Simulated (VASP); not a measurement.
The system is Au.

```
Au
1.0
     2.90000    0.00000    0.00000
    -1.45000    2.51147    0.00000
     0.00000    0.00000    4.88000
Au
2
Direct
  0.66667 0.33333 0.25000
  0.33333 0.66667 0.75000
```

| Quantity | Value |
| --- | --- |
| Program | VASP 6.6.1 |
| Task | relaxation of cell and atoms |
| Functional | PBEsol |
| Potentials or basis | VASP PAW PBE potentials, release 64 (Au) |
| Cutoff | 600 eV |
| k mesh | 11 × 11 × 6 |
| Occupations | fermi-dirac, width 0.05 eV |
| Spin | no spin polarisation |

At the start: pressure -6.6 GPa; volume 17.77 Å³/atom.

Q: How do energy, volume and symmetry change on relaxing?

A: Over 11 steps the energy falls by 16.7 meV/atom and the volume is 17.01 Å³/atom (-4.3 %); space group P6_3/mmc (No. 194, to 0.05 Å).

Step by step:
```csv
step,energy change (eV),largest force (eV/Å),pressure (GPa),volume (Å³)
1,0.0000,0.0000,-6.57,35.54
2,0.0476,0.0000,13.22,31.92
3,-0.0327,0.0000,-0.20,34.05
4,-0.0327,0.0000,0.11,34.01
5,-0.0333,0.0000,0.12,34.00
6,-0.0334,0.0000,0.13,33.99
7,-0.0335,0.0000,0.12,33.99
8,-0.0335,0.0000,0.13,33.99
9,-0.0335,0.0000,0.13,33.99
10,-0.0334,0.0000,-0.24,34.06
11,-0.0335,0.0000,0.01,34.01
```

Final structure:
```
Au
1.0
     2.86815    0.00000    0.00000
    -1.43408    2.48389    0.00000
     0.00000    0.00000    4.77453
Au
2
Cartesian
  1.4341 0.8280 1.1936
  0.0000 1.6559 3.5809
```

Caveat: the PAW data sets were made with another functional, which shifts forces and pressure a little.
